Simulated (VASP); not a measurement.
The system is Au.

```
CELL_PARAMETERS angstrom
2.40229 0.00000 0.00000
-1.20115 2.08044 0.00000
0.00000 0.00000 3.96059
ATOMIC_POSITIONS crystal
Au 0.33333 0.66667 0.25000
Au 0.66667 0.33333 0.75000
```

Base run:

| Quantity | Value |
| --- | --- |
| Program | VASP 6.6.1 |
| Functional | PBE |
| Potentials or basis | VASP PAW PBE potentials, release 64 (Au) |
| Cutoff | 520 eV |
| k mesh | 15 × 15 × 8 |
| Occupations | fermi-dirac, width 0.08 eV |
| Spin | no spin polarisation |

Its results: band gap on the k mesh zero (band 11 reaches 28.78 eV, above the bottom of band 12 at 17.70 eV); pressure 443.8 GPa.

The run is repeated on the same cell with these changes: potentials or basis from VASP PAW PBE potentials, release 64 (Au) to VASP PAW PBE potentials, release 64 (Au_sv_GW); cutoff from 520 eV to 500 eV; further incar settings from ALGO = Normal; EDIFF = 1e-06; NBANDS = 18 to ALGO = Normal; EDIFF = 1e-06; NBANDS = 26; valence electrons from 22 to 38. What comes out?

Band gap on the k mesh zero (band 19 reaches 27.49 eV, above the bottom of band 20 at 16.32 eV); pressure 439.4 GPa.

Caveats: spin-orbit coupling is left out, which moves the levels of the heavy elements.
